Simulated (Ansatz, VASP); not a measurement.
## One calculation of La2O3, two programs

INCAR

```
PREC = Accurate ; ENCUT = 600
EDIFF = 1E-6 ; ISMEAR = -1
SIGMA = 0.05 ; LREAL = F
LASPH = T ; NELM = 100
ALGO = Normal ; ISIF = 3
LWAVE = F ; LCHARG = F
GGA = PS ; IVDW = 13
IBRION = 2 ; NSW = 60
EDIFFG = -0.01
```

The input KPOINTS:

```
regular mesh
0
Gamma
  8 8 5
```

File POSCAR:

```
La2O3
1.0
    3.9307778780      0.0000000000      0.0000000000
   -1.9653889390      3.4041534990      0.0000000000
    0.0000000000      0.0000000000      6.1119535200
La O
2 3
Direct
    0.3333333333      0.6666666667      0.2462356800
    0.6666666667      0.3333333333      0.7537643200
    0.0000000000      0.0000000000      0.0000000000
    0.3333333333      0.6666666667      0.6458906500
    0.6666666667      0.3333333333      0.3541093500
```

File input.yaml:

```yaml
crystal:
  lattice:
    - [3.930777878, 0.0, 0.0]
    - [-1.965388939, 3.404153499, 0.0]
    - [0.0, 0.0, 6.11195352]
  atoms:
    - { symbol: La, position: [0.3333333333, 0.6666666667, 0.24623568] }
    - { symbol: La, position: [0.6666666667, 0.3333333333, 0.75376432] }
    - { symbol: O, position: [0.0, 0.0, 0.0] }
    - { symbol: O, position: [0.3333333333, 0.6666666667, 0.64589065] }
    - { symbol: O, position: [0.6666666667, 0.3333333333, 0.35410935] }
hamiltonian:
  xc: pbesol
  pseudopotentials: { kind: paw }
  dispersion: d4
kpoints:
  mp_grid: { grid: [8, 8, 5] }
scf:
  occupations: { method: fermi_dirac, width: 0.05 }
output:
  forces: true
  stress: true
  eigenvalues: true
relax:
  f_tol: 0.01
  max_steps: 40
  cell: { stress_tol: 0.05 }
```

Alike in both runs: task relaxation of cell and atoms; functional PBEsol; dispersion D4; k mesh 8 × 8 × 5; occupations fermi-dirac, width 0.05 eV; no spin polarisation.

|  | VASP | Ansatz |
| --- | --- | --- |
| version | VASP 6.6.1 | Ansatz 0.2.0 |
| potentials or method | VASP PAW PBE potentials, release 64 (La, O) | Ansatz PAW |
| plane-wave cutoff (eV) | 600 | 420 |
| valence electrons in the cell | 40 | 40 |

|  | VASP | Ansatz | Ansatz less VASP |
| --- | --- | --- | --- |
| gap on the k mesh at the Fermi level, each at its own relaxed structure (eV) | 3.85 | 3.83 | -0.019 |
| relaxed volume (Å³/atom) | 15.69 | 15.74 | +0.043 |
| relaxed cell length with the largest relative difference (Å) | 5.979 | 5.987 | +0.0079 |

VASP's potentials were made for PBE, not for PBEsol.

Spin-orbit coupling is off throughout. Noted on Ansatz's run: odd divisions of the mesh miss points on the zone boundary, where band edges often lie, so the gap on the mesh can be too wide; the plane-wave basis is chosen anew once the cell has moved, so the energies of steps on either side of that aren't comparable.
